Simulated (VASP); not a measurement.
Input of a VASP 6.6.1 run:

INCAR

```
  ALGO = Normal
  EDIFF = 1E-6
  ENCUT = 690
  GGA = PE
  GGA_COMPAT = F
  ISIF = 2
  ISMEAR = 0
  ISPIN = 2
  LASPH = T
  LCHARG = T
  LELF = T
  LMAXMIX = 4
  LORBIT = 11
  LREAL = F
  LVHAR = T
  LWAVE = F
  MAGMOM = 2 2 2 2
  NBANDS = 46
  NELM = 200
  PREC = Accurate
  SIGMA = 0.027000000000000003
```

The input KPOINTS:

```
k-points
0
Gamma
  12 12 4
```

POSCAR

```
Co
1.0
    2.4705617809      0.0000000000      0.0000000000
   -1.2352808905      2.1395692639      0.0000000000
    0.0000000000      0.0000000000      8.0882338000
Co
4
Direct
    0.6666666667      0.3333333333      0.7500000000
    0.0000000000      0.0000000000      0.5000000000
    0.3333333333      0.6666666667      0.2500000000
    0.0000000000      0.0000000000      0.0000000000
```

Potentials or basis: VASP PAW PBE potentials, release 64 (Co_sv).

Launch:

```bash
$ cat potpaw_PBE.64/Co_sv/POTCAR > POTCAR
$ mpirun -np 1 vasp_std > vasp.out
```

(1) Estimate the pressure.

(2) What does it give for the site moments?

Results:

(1) 3.3 GPa.

(2) Co +1.73, +1.71 (each value once) μB.

Caveat: the cell stands under pressure.
